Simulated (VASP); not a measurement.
# MgO (Fm-3m) in VASP: notebook

MgO is run at these levels: PBEsol; tasks: single point.

Everything below comes from runs of VASP 6.6.1. Logs are shortened: lines on timing, memory, paths and dates and some standing lists are left out, and cuts for length are marked.

## 1. The cell of the first run

Symmetry: Fm-3m, No. 225, cubic system. Conventional cell: a = 4.102 Å, b = 4.102 Å, c = 4.102 Å, α = 90.00°, β = 90.00°, γ = 90.00°. Mg (site symmetry m-3m) has 6 O at 2.05 Å within 2.7 Å. Within 2.7 Å of O (site symmetry m-3m) lie 6 Mg at 2.05 Å.

## 2. Single point, PBEsol

The input, INCAR:

```
SYSTEM = MgO
ALGO     = Normal         ! electronic algorithm
EDIFF    = 1E-6           ! SCF threshold, eV
ENCUT    = 520            ! plane-wave cutoff, eV
GGA      = PS             ! functional
ISIF     = 2              ! what is computed and relaxed
ISMEAR   = 0              ! smearing method
LASPH    = .TRUE.         ! aspherical terms in the spheres
LCHARG   = .FALSE.        ! write CHGCAR
LREAL    = .FALSE.        ! projectors in reciprocal space
LWAVE    = .FALSE.        ! write WAVECAR
NBANDS   = 11             ! bands
NELM     = 80             ! most SCF steps
PREC     = Accurate       ! precision mode
SIGMA    = 0.01           ! smearing width, eV
```

The input, KPOINTS:

```
k-points
0
G
  10 10 10
  0 0 0
```

The input, POSCAR:

```
MgO
1.0
    2.0511977011      2.0511977011      0.0000000000
   -2.0511977011      2.0511977011      0.0000000000
    0.0000000000      2.0511977011      2.0511977011
Mg O
1 1
Direct
    0.0000000000      0.0000000000      0.0000000000
    0.5000000000      0.5000000000      0.0000000000
```

Potentials or basis: VASP PAW PBE potentials, release 64 (Mg, O).

On the command line:

```bash
$ cat potpaw_PBE.64/Mg/POTCAR potpaw_PBE.64/O/POTCAR > POTCAR
$ mpirun -np 1 vasp_std > vasp.out
```

OUTCAR:

```text
SYSTEM = MgO
   EDIFF = 1E-6
   ENCUT = 520
   GGA = PS
   ISIF = 2
   ISMEAR = 0
   LASPH = .TRUE.
   LREAL = .FALSE.
   NELM = 80
   PREC = Accurate

 ion  position               nearest neighbor table
   1  0.000  0.000  0.000-   2 2.05   2 2.05   2 2.05   2 2.05   2 2.05   2 2.05
   2  0.500  0.500  0.000-   1 2.05   1 2.05   1 2.05   1 2.05   1 2.05   1 2.05

  LATTYP: Found a face centered cubic cell.
 ALAT       =     4.1023954022

  Lattice vectors:

 A1 = (   0.0000000000,   2.0511977011,   2.0511977011)
 A2 = (   2.0511977011,   0.0000000000,   2.0511977011)
 A3 = (   2.0511977011,   2.0511977011,   0.0000000000)

Analysis of symmetry for initial positions (statically):
=====================================================================
 Subroutine PRICEL returns:
 Original cell was already a primitive cell.

 Routine SETGRP: Setting up the symmetry group for a
 face centered cubic supercell.

 Subroutine GETGRP returns: Found 48 space group operations
 (whereof 48 operations were pure point group operations)
 out of a pool of 48 trial point group operations.

The static configuration has the point symmetry O_h .

Analysis of symmetry for dynamics (positions and initial velocities):
=====================================================================
 Subroutine PRICEL returns:
 Original cell was already a primitive cell.

 Routine SETGRP: Setting up the symmetry group for a
 face centered cubic supercell.

 Subroutine GETGRP returns: Found 48 space group operations
 (whereof 48 operations were pure point group operations)
 out of a pool of 48 trial point group operations.

The dynamic configuration has the point symmetry O_h .

 Subroutine INISYM returns: Found 48 space group operations
 (whereof 48 operations are pure point group operations),
 and found     1 'primitive' translations

----------------------------------------------------------------------------------------

                                     Primitive cell

  volume of cell :      17.2605

  direct lattice vectors                    reciprocal lattice vectors
     2.051197701  2.051197701  0.000000000     0.243760024  0.243760024 -0.243760024
    -2.051197701  2.051197701  0.000000000    -0.243760024  0.243760024 -0.243760024
     0.000000000  2.051197701  2.051197701     0.000000000  0.000000000  0.487520047

  length of vectors
     2.900831608  2.900831608  2.900831608     0.422204746  0.422204746  0.487520047

  position of ions in fractional coordinates (direct lattice)
     0.000000000  0.000000000  0.000000000
     0.500000000  0.500000000  0.000000000

  ion indices of the primitive-cell ions
   primitive index   ion index
                 1           1
                 2           2

----------------------------------------------------------------------------------------

 KPOINTS: k-points

Automatic generation of k-mesh.
 Grid dimensions read from file:
 generate k-points for:   10   10   10

 Generating k-lattice:

  Cartesian coordinates                     Fractional coordinates (reciprocal lattice)
     0.024376002  0.024376002 -0.024376002     0.100000000  0.000000000  0.000000000
    -0.024376002  0.024376002 -0.024376002     0.000000000  0.100000000  0.000000000
     0.000000000  0.000000000  0.048752005     0.000000000  0.000000000  0.100000000

  Length of vectors
     0.042220475  0.042220475  0.048752005

  Shift w.r.t. Gamma in fractional coordinates (k-lattice)
     0.000000000  0.000000000  0.000000000

 Subroutine IBZKPT returns following result:
 ===========================================

 Found     47 irreducible k-points:

 Following reciprocal coordinates:
            Coordinates               Weight
  0.000000  0.000000  0.000000      1.000000
  0.100000  0.000000  0.000000      8.000000
  0.200000  0.000000  0.000000      8.000000
  0.300000  0.000000  0.000000      8.000000
  0.400000  0.000000  0.000000      8.000000
  0.500000  0.000000  0.000000      4.000000
[... 16 lines left out ...]
  0.300000  0.300000  0.000000     12.000000
  0.400000  0.300000  0.000000     24.000000
 [... further k-points ...]
   k-points           NKPTS =     47   k-points in BZ     NKDIM =     47   number of bands    NBANDS=     11
   number of dos      NEDOS =    301   number of ions     NIONS =      2
   total plane-waves  NPLWV =  13824
   dimension x,y,z NGX =    24 NGY =   24 NGZ =   24
   dimension x,y,z NGXF=    48 NGYF=   48 NGZF=   48
   ions per type =               1   1
   NGX,Y,Z   is equivalent  to a cutoff of  13.75, 13.75, 13.75 a.u.
   NGXF,Y,Z  is equivalent  to a cutoff of  27.51, 27.51, 27.51 a.u.
 SYSTEM =  MgO
   PREC   = accura    normal or accurate (medium, high low for compatibility)
   ISTART =      0    job   : 0-new  1-cont  2-samecut
   ICHARG =      2    charge: 1-file 2-atom 10-const
   ISPIN  =      1    spin polarized calculation?
   LNONCOLLINEAR =      F non collinear calculations
   LSORBIT =      F    spin-orbit coupling
   LASPH  =      T    aspherical Exc in radial PAW
   ENCUT  =  520.0 eV  38.22 Ry    6.18 a.u.   5.39  5.39  5.39*2*pi/ulx,y,z
   NELM   =     80;   NELMIN=  2; NELMDL= -5     # of ELM steps
   EDIFF  = 0.1E-05   stopping-criterion for ELM
   LREAL  =      F    real-space projection
   EDIFFG = 0.1E-04   stopping-criterion for IOM
   NSW    =      0    number of steps for IOM
   IBRION =     -1    ionic relax: 0-MD 1-quasi-New 2-CG
   NFREE  =      0    steps in history (QN), initial steepest desc. (CG)
   ISIF   =      2    stress and relaxation
   ISYM   =      2    0-nonsym 1-usesym 2-fastsym
   POTIM  = 0.5000    time-step for ionic-motion
   TEBEG  =    0.0;   TEEND  =   0.0 temperature during run
   PSTRESS=    0.0 pullay stress
   NELECT =       8.0000    total number of electrons
   NUPDOWN=      -1.0000    fix difference up-down
   EMIN   =  10.00;   EMAX   =-10.00  energy-range for DOS
   EFERMI =   0.00;   METHOD = LEGACY
   ISMEAR =     0;   SIGMA  =   0.01  broadening in eV -4-tet -1-fermi 0-gaus
   EFERMI_NEDOS =   21; number of points for ismear=-14 and -15
   IALGO  =     38    algorithm
   IMIX   =      4    mixing-type and parameters
     AMIX     =   0.40;   BMIX     =  1.00
     AMIX_MAG =   1.60;   BMIX_MAG =  1.00
  volume/ion in A,a.u.               =       8.63        58.24
  Fermi-wavevector in a.u.,A,eV,Ry     =   1.266934  2.394158 21.839006  1.605122
  Thomas-Fermi vector in A             =   2.400109
   LORBIT       =      0    0 simple, 1 ext, 2 COOP (PROOUT), +10 PAW based schemes
   GGA     = PS    functional components
   LHFCALC =     F    Hartree Fock is set to
   AEXX    =    0.0000 exact exchange contribution
   IVDW    =     0    specifies the selected vdW correction
   LEPSILON=     F    determine dielectric tensor
   LRPA    =     F    only Hartree local field effects (RPA)
 non-spin polarized calculation
 Gauss-broadening in eV      SIGMA  =   0.01
  energy-cutoff  :      520.00
  volume of cell :       17.26
 maximum number of plane-waves:       483
 NGX is ok and might be reduce to    24
   NGX = 11   NGY = 11   NGZ = 11

 number of electron       7.9999997 magnetization

 Free energy of the ion-electron system (eV)
  ---------------------------------------------------
  ext. energy  EPLUGINS =         0.00000000
  ---------------------------------------------------
  free energy    TOTEN  =       -12.45105673 eV

  energy without entropy =      -12.45105673  energy(sigma->0) =      -12.45105673

 E-fermi :   3.7547     XC(G=0): -11.6993

 val. band max:        3.6881645611   @ k =   0.0000   0.0000   0.0000
 cond. band min:       9.1266644064   @ k =   0.0000   0.0000   0.0000
 fundamental gap:      5.4384998453
 Fermi energy:         3.7547288834

 k-point     1 :       0.0000    0.0000    0.0000
  band No.  band energies     occupation
      1     -13.9480      2.00000
      2       3.6882      2.00000
      3       3.6882      2.00000
      4       3.6882      2.00000
      5       9.1267      0.00000
      6      19.7556      0.00000
      7      19.7556      0.00000
      8      19.7556      0.00000
      9      23.8122      0.00000
     10      25.7930      0.00000
     11      25.7930      0.00000

 k-point     2 :       0.1000    0.0000    0.0000
  band No.  band energies     occupation
      1     -13.8254      2.00000
      2       3.0087      2.00000
      3       3.6092      2.00000
      4       3.6092      2.00000
      5       9.7505      0.00000
      6      18.4711      0.00000
      7      20.0276      0.00000
      8      20.0276      0.00000
      9      25.1752      0.00000
     10      25.1752      0.00000
     11      25.6365      0.00000

 k-point     3 :       0.2000    0.0000    0.0000
  band No.  band energies     occupation
      1     -13.4852      2.00000
      2       1.5891      2.00000
      3       3.4096      2.00000
      4       3.4097      2.00000
      5      10.9269      0.00000
      6      16.9915      0.00000
      7      20.6200      0.00000
      8      20.6200      0.00000
      9      24.5174      0.00000
     10      24.5174      0.00000
     11      27.0844      0.00000

 k-point     4 :       0.3000    0.0000    0.0000
  band No.  band energies     occupation
      1     -13.0197      2.00000
      2       0.1328      2.00000
      3       3.1759      2.00000
      4       3.1759      2.00000
      5      11.7448      0.00000
      6      16.4992      0.00000
      7      20.9006      0.00000
      8      20.9006      0.00000
      9      24.9378      0.00000
     10      24.9378      0.00000
     11      26.5307      0.00000
[... 239 lines left out ...]
 k-point    22 :      -0.2000    0.2000    0.0000
  band No.  band energies     occupation
      1     -13.3486      2.00000
      2       1.5289      2.00000
      3       3.1041      2.00000
      4       3.1041      2.00000
      5      11.6346      0.00000
      6      15.7722      0.00000
      7      21.2389      0.00000
      8      21.2389      0.00000
      9      21.2502      0.00000
     10      27.0799      0.00000
     11      30.6427      0.00000

 k-point    23 :       0.3000    0.3000    0.0000
  band No.  band energies     occupation
      1     -12.2531      2.00000
      2      -0.1069      2.00000
      3       0.7395      2.00000
      4       2.7037      2.00000
      5      14.3465      0.00000
      6      16.1121      0.00000
      7      17.6524      0.00000
      8      22.1832      0.00000
      9      24.2394      0.00000
     10      26.0974      0.00000
     11      31.7883      0.00000

 k-point    24 :       0.4000    0.3000    0.0000
  band No.  band energies     occupation
      1     -12.1469      2.00000
      2      -0.2182      2.00000
      3       0.7481      2.00000
      4       2.5191      2.00000
      5      14.1429      0.00000
      6      16.4369      0.00000
      7      17.0669      0.00000
      8      22.4292      0.00000
      9      23.2539      0.00000
     10      28.4264      0.00000
     11      32.3365      0.00000

 [... further k-points ...]
[... 5 lines left out ...]
  --------------------------------------------------------------------------------------
  -------------------------------------------------------------------------------------
  Total        1.5781765      1.5781765      1.5781765      0.0000000     -0.0000000     -0.0000000
  in kB      146.4918956    146.4918956    146.4918956      0.0000000     -0.0000000     -0.0000000
  external PRESSURE =     146.4918956 kB  Pullay stress =       0.0000000 kB

 VOLUME and BASIS-vectors are now :
 -----------------------------------------------------------------------------
  energy-cutoff  :      520.00
  volume of cell :       17.26
      direct lattice vectors                 reciprocal lattice vectors
     2.051197701  2.051197701  0.000000000     0.243760024  0.243760024 -0.243760024
    -2.051197701  2.051197701  0.000000000    -0.243760024  0.243760024 -0.243760024
     0.000000000  2.051197701  2.051197701     0.000000000  0.000000000  0.487520047

 POSITION                                       TOTAL-FORCE (eV/Angst)
 -----------------------------------------------------------------------------------
      0.00000      0.00000      0.00000        -0.000000     -0.000000      0.000000
      0.00000      2.05120      0.00000         0.000000      0.000000      0.000000
 -----------------------------------------------------------------------------------
    total drift:                                0.000000     -0.000000     -0.000000

  FREE ENERGIE OF THE ION-ELECTRON SYSTEM (eV)
  ---------------------------------------------------
  free  energy   TOTEN  =       -12.4510567283 eV

  energy  without entropy=      -12.4510567283  energy(sigma->0) =      -12.45105673
```

Run time: 12 s. Hardware: 1 thread of Intel Xeon 8259CL, shared host; peak memory 0.14 GiB.

Results:

- Free energy: -12.4511 eV
- Pressure: 14.6 GPa
- Band gap on the k mesh: 5.44 eV, direct

Caveat: the PAW data sets were made with another functional, which shifts forces and pressure a little.

## 3. Single point, PBEsol

The input, INCAR:

```
SYSTEM = MgO
ALGO = Normal
EDIFF = 1E-6
ENCUT = 520
GGA = PS
ISIF = 2
ISMEAR = 0
LASPH = .True.
LCHARG = .False.
LREAL = .False.
LWAVE = .False.
NBANDS = 11
NELM = 80
PREC = Accurate
SIGMA = 0.01
```

The input, KPOINTS:

```
k-points
0
Gamma
  10 10 10
  0 0 0
```

The input, POSCAR:

```
MgO
1.0
    2.0511977012      2.0511977012      0.0000000000
   -2.0511977012      2.0511977012      0.0000000000
    0.0000000000      2.0511977012      2.0511977012
Mg O
1 1
Direct
    0.0000000000      0.0000000000      0.0000000000
    0.5000000000      0.5000000000      0.0000000000
```

Potentials or basis: VASP PAW PBE potentials, release 64 (Mg, O).

On the command line:

```bash
$ cat potpaw_PBE.64/Mg/POTCAR potpaw_PBE.64/O/POTCAR > POTCAR
$ mpirun -np 1 vasp_std > vasp.out
```

It took 11 s on 1 thread of Intel Xeon 8259CL, shared host; peak memory 0.14 GiB.

The run converged. Its results:

- Free energy: -12.4511 eV
- Pressure: 14.6 GPa
- Band gap on the k mesh: 5.44 eV, direct

Levels at points of the mesh, in eV from the valence-band top:
```
           k point  band 1  band 2  band 3  band 4  band 5  band 6  band 7  band 8  band 9
(0.00, 0.00, 0.00)  -17.64    0.00    0.00    0.00    5.44   16.07   16.07   16.07   20.12
(0.50, 0.00, 0.00)  -16.11   -5.05   -0.76   -0.76    8.25   13.41   17.00   17.00   21.99
(0.50, 0.50, 0.00)  -15.82   -4.48   -1.48   -1.48    8.99   10.76   13.83   20.07   20.07
```

Caveat: the PAW data sets were made with another functional, which shifts forces and pressure a little. As with any semilocal functional, this PBEsol gap is likely too small.
